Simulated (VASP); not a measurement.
Crystal: CdS.

```xyz
2
Lattice="0.0000 2.7532 2.7532 2.7532 0.0000 2.7532 2.7532 2.7532 0.0000" Properties=species:S:1:pos:R:3 pbc="T T T"
Cd    0.0000    0.0000    0.0000
S     2.7532    2.7532    2.7532
```

Program: VASP 6.6.1. Alike in all runs: task single point; potentials or basis VASP PAW PBE potentials, release 64 (Cd, S); no spin polarisation; cell as given; cutoff (eV) 520; smearing fermi-dirac 0.05 eV.

**Question.** Order these runs on this cell by their band gap on the k mesh, lowest first.
A. level r2SCAN50; k mesh 4 × 4 × 4; share of exact exchange 0.5
B. level PBE-based screened hybrid with 25 % exact exchange; k mesh 4 × 4 × 4; share of exact exchange 0.25; screening parameter 0.6 1/Å
C. level HF; k mesh 4 × 4 × 4; share of exact exchange 1
D. level PBE0; k mesh 6 × 6 × 6; share of exact exchange 0.25
E. level PBE-based screened hybrid with 25 % exact exchange; k mesh 4 × 4 × 4; share of exact exchange 0.25; screening parameter 0.4 1/Å

**Answer.** B (0.66 eV), E (0.87 eV), D (1.90 eV), A (3.91 eV), C (7.87 eV).

Caveats: some runs use coarse meshes.

A k mesh can miss the band edges.
